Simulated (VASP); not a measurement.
Pd: single point with RPBE

Crystal: Pd.

```xyz
1
Lattice="2.6444 0.0000 0.0000 0.0000 2.6444 0.0000 0.0000 0.0000 2.6444" Properties=species:S:1:pos:R:3 pbc="T T T"
Pd    0.0000    0.0000    0.0000
```

- Program: VASP 6.6.1
- Task: single point
- Functional: RPBE
- Potentials or basis: VASP PAW PBE potentials, release 64 (Pd)
- Cutoff: 520 eV
- k mesh: 13 × 13 × 13
- Occupations: fermi-dirac, width 0.1 eV
- Spin: no spin polarisation
- Dipole correction: no
- Further INCAR settings: ALGO = Normal; EDIFF = 1e-06; NBANDS = 11

```json
{"Pressure": "-0.3 GPa", "Band gap on the k mesh": "zero (band 5 reaches 7.79 eV, above the bottom of band 6 at 6.22 eV)"}
```

Levels at points of the mesh, in eV from the Fermi level:
| k point | band 2 | band 3 | band 4 | band 5 | band 6 | band 7 | band 8 | band 9 |
| --- | --- | --- | --- | --- | --- | --- | --- | --- |
| (0.00, 0.00, 0.00) | -4.25 | -4.25 | -0.05 | -0.05 | -0.05 | 16.20 | 16.20 | 16.20 |

Wall time 11 s on 1 thread of AMD EPYC 7R43 64-Core Processor (Zen 3) (shared host), peak memory 0.1 GiB.

Caveat: the PAW data sets were made with another functional, which shifts forces and pressure a little.
